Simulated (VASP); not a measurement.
# ZrS2 (d4) (P-3m1) in VASP: a series of runs

Runs on ZrS2 (d4). Level: PBE+D4. Tasks: single point.

Everything below comes from runs of VASP 6.6.1. Logs are shortened: lines on timing, memory, paths and dates and some standing lists are left out, and cuts for length are marked.

### Step 1. The cell of the first run

The structure is trigonal, space group P-3m1 (No. 164). Conventional cell: a = 3.691 Å, b = 3.691 Å, c = 6.041 Å, α = 90.00°, β = 90.00°, γ = 120.00°. Zr (site symmetry -3m) has 6 S at 2.57 Å within 3.4 Å. S (site symmetry 3m) has 3 Zr at 2.57 Å within 3.4 Å.

### Step 2. Single point, PBE+D4

Contents of INCAR:

```
PREC = Accurate
ENCUT = 500
EDIFF = 1E-6
ISMEAR = 0
SIGMA = 0.1
LREAL = F
LASPH = T
NELM = 120
ALGO = Normal
ISIF = 2
LWAVE = F
LCHARG = T
GGA = PE
IVDW = 13
LELF = T
LVHAR = T
NBANDS = 19
GGA_COMPAT = F
```

Contents of KPOINTS:

```
Automatic mesh
0
Gamma
  6 6 4
```

Contents of POSCAR:

```
ZrS2
1.0
    3.6913825498      0.0000000000      0.0000000000
   -1.8456912749      3.1968310632      0.0000000000
    0.0000000000      0.0000000000      6.0410770100
Zr S
1 2
Direct
    0.0000000000      0.0000000000      0.0000000000
    0.6666666700      0.3333333300      0.7620900300
    0.3333333300      0.6666666700      0.2379099700
```

Potentials or basis: VASP PAW PBE potentials, release 64 (Zr_sv, S).

The run is started by

```console
$ cat potpaw_PBE.64/Zr_sv/POTCAR potpaw_PBE.64/S/POTCAR > POTCAR
$ mpirun -np 1 vasp_std > vasp.out
```

OUTCAR:

```text
PREC = Accurate
   ENCUT = 500
   EDIFF = 1E-6
   ISMEAR = 0
   LREAL = F
   LASPH = T
   NELM = 120
   ISIF = 2
   GGA = PE
   IVDW = 13

 ion  position               nearest neighbor table
   1  0.000  0.000  0.000-   2 2.57   3 2.57   3 2.57   2 2.57   2 2.57   3 2.57
   2  0.667  0.333  0.762-   1 2.57   1 2.57   1 2.57
   3  0.333  0.667  0.238-   1 2.57   1 2.57   1 2.57

  LATTYP: Found a hexagonal cell.
 ALAT       =     3.6913825498
 C/A-ratio  =     1.6365350728

  Lattice vectors:

 A1 = (   3.6913825498,   0.0000000000,   0.0000000000)
 A2 = (  -1.8456912749,   3.1968310632,   0.0000000000)
 A3 = (   0.0000000000,   0.0000000000,   6.0410770100)

Analysis of symmetry for initial positions (statically):
=====================================================================
 Subroutine PRICEL returns:
 Original cell was already a primitive cell.

 Routine SETGRP: Setting up the symmetry group for a
 hexagonal supercell.

 Subroutine GETGRP returns: Found 12 space group operations
 (whereof 12 operations were pure point group operations)
 out of a pool of 24 trial point group operations.

The static configuration has the point symmetry D_3d.

Analysis of symmetry for dynamics (positions and initial velocities):
=====================================================================
 Subroutine PRICEL returns:
 Original cell was already a primitive cell.

 Routine SETGRP: Setting up the symmetry group for a
 hexagonal supercell.

 Subroutine GETGRP returns: Found 12 space group operations
 (whereof 12 operations were pure point group operations)
 out of a pool of 24 trial point group operations.

The dynamic configuration has the point symmetry D_3d.

 Subroutine INISYM returns: Found 12 space group operations
 (whereof 12 operations are pure point group operations),
 and found     1 'primitive' translations

----------------------------------------------------------------------------------------

                                     Primitive cell

  volume of cell :      71.2891

  direct lattice vectors                    reciprocal lattice vectors
     3.691382550  0.000000000  0.000000000     0.270901210  0.156404887  0.000000000
    -1.845691275  3.196831063  0.000000000     0.000000000  0.312809773  0.000000000
     0.000000000  0.000000000  6.041077010     0.000000000  0.000000000  0.165533397

  length of vectors
     3.691382550  3.691382550  6.041077010     0.312809773  0.312809773  0.165533397

  position of ions in fractional coordinates (direct lattice)
     0.000000000  0.000000000  0.000000000
     0.666666670  0.333333330  0.762090030
     0.333333330  0.666666670  0.237909970

  ion indices of the primitive-cell ions
   primitive index   ion index
                 1           1
                 2           2
                 3           3

----------------------------------------------------------------------------------------

 KPOINTS: Automatic mesh

Automatic generation of k-mesh.
 Grid dimensions read from file:
 generate k-points for:    6    6    4

 Generating k-lattice:

  Cartesian coordinates                     Fractional coordinates (reciprocal lattice)
     0.045150202  0.026067481  0.000000000     0.166666667  0.000000000  0.000000000
     0.000000000  0.052134962  0.000000000     0.000000000  0.166666667  0.000000000
     0.000000000  0.000000000  0.041383349     0.000000000  0.000000000  0.250000000

  Length of vectors
     0.052134962  0.052134962  0.041383349

  Shift w.r.t. Gamma in fractional coordinates (k-lattice)
     0.000000000  0.000000000  0.000000000

 Subroutine IBZKPT returns following result:
 ===========================================

 Found     24 irreducible k-points:

 Following reciprocal coordinates:
            Coordinates               Weight
  0.000000  0.000000  0.000000      1.000000
  0.166667 -0.000000  0.000000      6.000000
  0.333333 -0.000000  0.000000      6.000000
  0.500000  0.000000  0.000000      3.000000
  0.166667  0.166667  0.000000      6.000000
  0.333333  0.166667  0.000000     12.000000
[... 16 lines left out ...]
  0.333333  0.166667  0.500000     12.000000
  0.333333  0.333333  0.500000      2.000000
   k-points           NKPTS =     24   k-points in BZ     NKDIM =     24   number of bands    NBANDS=     19
   number of dos      NEDOS =    301   number of ions     NIONS =      3
   total plane-waves  NPLWV =  37632
   dimension x,y,z NGX =    28 NGY =   28 NGZ =   48
   dimension x,y,z NGXF=    56 NGYF=   56 NGZF=   96
   ions per type =               1   2
   NGX,Y,Z   is equivalent  to a cutoff of  12.61, 12.61, 13.21 a.u.
   NGXF,Y,Z  is equivalent  to a cutoff of  25.22, 25.22, 26.42 a.u.
 SYSTEM =  unknown system
   PREC   = accura    normal or accurate (medium, high low for compatibility)
   ISTART =      0    job   : 0-new  1-cont  2-samecut
   ICHARG =      2    charge: 1-file 2-atom 10-const
   ISPIN  =      1    spin polarized calculation?
   LNONCOLLINEAR =      F non collinear calculations
   LSORBIT =      F    spin-orbit coupling
   LASPH  =      T    aspherical Exc in radial PAW
   ENCUT  =  500.0 eV  36.75 Ry    6.06 a.u.   6.73  6.73 11.01*2*pi/ulx,y,z
   NELM   =    120;   NELMIN=  2; NELMDL= -5     # of ELM steps
   EDIFF  = 0.1E-05   stopping-criterion for ELM
   LREAL  =      F    real-space projection
   EDIFFG = 0.1E-04   stopping-criterion for IOM
   NSW    =      0    number of steps for IOM
   IBRION =     -1    ionic relax: 0-MD 1-quasi-New 2-CG
   NFREE  =      0    steps in history (QN), initial steepest desc. (CG)
   ISIF   =      2    stress and relaxation
   ISYM   =      2    0-nonsym 1-usesym 2-fastsym
   POTIM  = 0.5000    time-step for ionic-motion
   TEBEG  =    0.0;   TEEND  =   0.0 temperature during run
   PSTRESS=    0.0 pullay stress
   NELECT =      24.0000    total number of electrons
   NUPDOWN=      -1.0000    fix difference up-down
   EMIN   =  10.00;   EMAX   =-10.00  energy-range for DOS
   EFERMI =   0.00;   METHOD = LEGACY
   ISMEAR =     0;   SIGMA  =   0.10  broadening in eV -4-tet -1-fermi 0-gaus
   EFERMI_NEDOS =   21; number of points for ismear=-14 and -15
   IALGO  =     38    algorithm
   IMIX   =      4    mixing-type and parameters
     AMIX     =   0.40;   BMIX     =  1.00
     AMIX_MAG =   1.60;   BMIX_MAG =  1.00
  volume/ion in A,a.u.               =      23.76       160.36
  Fermi-wavevector in a.u.,A,eV,Ry     =   1.138861  2.152136 17.646828  1.297005
  Thomas-Fermi vector in A             =   2.275565
   LORBIT       =      0    0 simple, 1 ext, 2 COOP (PROOUT), +10 PAW based schemes
   GGA     = PE    functional components
   LHFCALC =     F    Hartree Fock is set to
   AEXX    =    0.0000 exact exchange contribution
   IVDW    =    13    specifies the selected vdW correction
   LEPSILON=     F    determine dielectric tensor
   LRPA    =     F    only Hartree local field effects (RPA)
 non-spin polarized calculation
 Gauss-broadening in eV      SIGMA  =   0.10
  energy-cutoff  :      500.00
  volume of cell :       71.29
 maximum number of plane-waves:      1834
 NGX is ok and might be reduce to    28
   NGX = 13   NGY = 13   NGZ = 23

 number of electron      23.9999999 magnetization

 Free energy of the ion-electron system (eV)
  ---------------------------------------------------
  ext. energy  EPLUGINS =         0.00000000
  ---------------------------------------------------
  free energy    TOTEN  =       -21.41730975 eV

  energy without entropy =      -21.41730975  energy(sigma->0) =      -21.41730975

 E-fermi :   4.5199     XC(G=0):  -9.3226

 val. band max:        4.0703173451   @ k =   0.0000   0.0000   0.0000
 cond. band min:       5.1449712863   @ k =   0.5000   0.0000   0.5000
 fundamental gap:      1.0746539411
 Fermi energy:         4.5199205015

 k-point     1 :       0.0000    0.0000    0.0000
  band No.  band energies     occupation
      1     -44.8726      2.00000
      2     -22.9312      2.00000
      3     -22.7798      2.00000
      4     -22.7798      2.00000
      5      -8.4430      2.00000
      6      -7.0514      2.00000
[... 11 lines left out ...]
     18       9.8953      0.00000
     19      10.0227      0.00000

 k-point     2 :       0.1667   -0.0000    0.0000
  band No.  band energies     occupation
      1     -44.8683      2.00000
      2     -22.9179      2.00000
      3     -22.8423      2.00000
      4     -22.7932      2.00000
      5      -8.1772      2.00000
      6      -7.1166      2.00000
[... 11 lines left out ...]
     18      10.9541      0.00000
     19      11.5716      0.00000

 k-point     3 :       0.3333   -0.0000    0.0000
  band No.  band energies     occupation
      1     -44.8596      2.00000
      2     -22.9654      2.00000
      3     -22.8902      2.00000
      4     -22.8200      2.00000
      5      -7.6355      2.00000
      6      -7.1959      2.00000
[... 11 lines left out ...]
     18      11.5840      0.00000
     19      12.3392      0.00000

 k-point     4 :       0.5000    0.0000    0.0000
  band No.  band energies     occupation
      1     -44.8552      2.00000
      2     -23.0251      2.00000
      3     -22.8768      2.00000
      4     -22.8333      2.00000
      5      -7.4907      2.00000
      6      -7.0627      2.00000
[... 407 lines left out ...]
     18      12.5889      0.00000
     19      12.6752      0.00000

 k-point    23 :       0.3333    0.1667    0.5000
  band No.  band energies     occupation
      1     -44.8552      2.00000
      2     -22.9929      2.00000
      3     -22.8784      2.00000
      4     -22.8653      2.00000
      5      -7.4289      2.00000
      6      -7.1248      2.00000
[... 11 lines left out ...]
     18      11.3064      0.00000
     19      12.0722      0.00000

 k-point    24 :       0.3333    0.3333    0.5000
  band No.  band energies     occupation
      1     -44.8531      2.00000
      2     -22.9482      2.00000
      3     -22.9482      2.00000
      4     -22.8710      2.00000
      5      -7.2103      2.00000
      6      -7.2103      2.00000
[... 11 lines left out ...]
     18      12.3889      0.00000
     19      12.7492      0.00000

------------------------ aborting loop because EDIFF is reached ----------------------------------------

  DFT-D4 for vdW energy calculation

  Edisp (eV):   -0.78617

  FORCE on cell =-STRESS in cart. coord.  units (eV):
  Direction    XX          YY          ZZ          XY          YZ          ZX
  --------------------------------------------------------------------------------------
  -------------------------------------------------------------------------------------
  Total      -0.74617    -0.74617    -0.34833     0.00000     0.00000    -0.00000
  in kB     -16.76980   -16.76980    -7.82853     0.00000     0.00000    -0.00000
  external pressure =      -13.79 kB  Pullay stress =        0.00 kB

 VOLUME and BASIS-vectors are now :
 -----------------------------------------------------------------------------
  energy-cutoff  :      500.00
  volume of cell :       71.29
      direct lattice vectors                 reciprocal lattice vectors
     3.691382550  0.000000000  0.000000000     0.270901210  0.156404887  0.000000000
    -1.845691275  3.196831063  0.000000000     0.000000000  0.312809773  0.000000000
     0.000000000  0.000000000  6.041077010     0.000000000  0.000000000  0.165533397

 POSITION                                       TOTAL-FORCE (eV/Angst)
 -----------------------------------------------------------------------------------
      0.00000      0.00000      0.00000        -0.000000      0.000000     -0.000000
      1.84569      1.06561      4.60384         0.000000      0.000000     -0.038795
     -0.00000      2.13122      1.43723        -0.000000      0.000000      0.038795
 -----------------------------------------------------------------------------------
    total drift:                               -0.000000     -0.000000      0.000000

  FREE ENERGIE OF THE ION-ELECTRON SYSTEM (eV)
  ---------------------------------------------------
  free  energy   TOTEN  =       -22.2034801475 eV

  energy  without entropy=      -22.2034801475  energy(sigma->0) =      -22.20348015
```

It took 56 s on 1 thread of Intel Xeon 8259CL, shared host; peak memory 0.19 GiB.

What came out:

```yaml
Free_energy: -22.2035 eV
Pressure: -1.4 GPa
Largest_force: 0.039 eV/Å
Band_gap_on_the_k_mesh: 1.07 eV, indirect (least direct gap 1.64 eV)
Dispersion_energy_per_atom: -0.262 eV
```

Forces on the atoms (eV/Å):
```
Zr   0.000  0.000  0.000
S    0.000  0.000 -0.039
S    0.000  0.000  0.039
```

Stress tensor (GPa, compression positive):
```
-1.68  0.00  0.00
 0.00 -1.68  0.00
 0.00  0.00 -0.78
```

### Step 3. Single point, PBE+D4

This run uses another cell than the first one, of 22.37 Å³/atom, 0.941 times its volume.

Contents of INCAR:

```
PREC = Accurate ; ENCUT = 500
EDIFF = 1E-6 ; ISMEAR = 0
SIGMA = 0.02 ; LREAL = F
LASPH = T ; NELM = 120
ALGO = Normal ; ISIF = 2
LWAVE = F ; LCHARG = F
GGA = PE ; IVDW = 13
NBANDS = 19 ; GGA_COMPAT = F
```

Contents of KPOINTS:

```
Automatic mesh
0
Gamma
  9 9 6
```

Contents of POSCAR:

```
ZrS2
1.0
    3.6482987914      0.0000000000      0.0000000000
   -1.8241493957      3.1595194340      0.0000000000
    0.0000000000      0.0000000000      5.8226252242
Zr S
1 2
Direct
    0.0000000000      0.0000000000      0.0000000000
    0.6666666667      0.3333333333      0.7499365662
    0.3333333333      0.6666666667      0.2500634338
```

Potentials or basis: VASP PAW PBE potentials, release 64 (Zr_sv, S).

The run is started by

```console
$ cat potpaw_PBE.64/Zr_sv/POTCAR potpaw_PBE.64/S/POTCAR > POTCAR
$ mpirun -np 1 vasp_std > vasp.out
```

It took 2.1 min on 1 thread of Intel Xeon 8259CL, shared host; peak memory 0.21 GiB.

Results (log left out):

```
Free energy                : -22.2307 eV
Pressure                   : 0.0 GPa
Largest force              : 0.007 eV/Å
Band gap on the k mesh     : 0.83 eV, indirect (least direct gap 1.51 eV)
Dispersion energy per atom : -0.279 eV
```

Forces in eV/Å, atoms in the order of the input:
```
Zr   0.000  0.000  0.000
S    0.000  0.000 -0.007
S    0.000  0.000  0.007
```

Levels at points of the mesh, in eV from the valence-band top:
```tsv
k point	band 9	band 10	band 11	band 12	band 13	band 14	band 15	band 16
(0.00, 0.00, 0.00)	-2.86	-0.16	-0.16	0.00	1.51	1.51	2.24	4.79
(0.00, 0.00, 0.50)	-2.81	-1.94	-0.32	-0.32	1.47	1.47	2.62	5.23
```

A k mesh can miss the band edges.
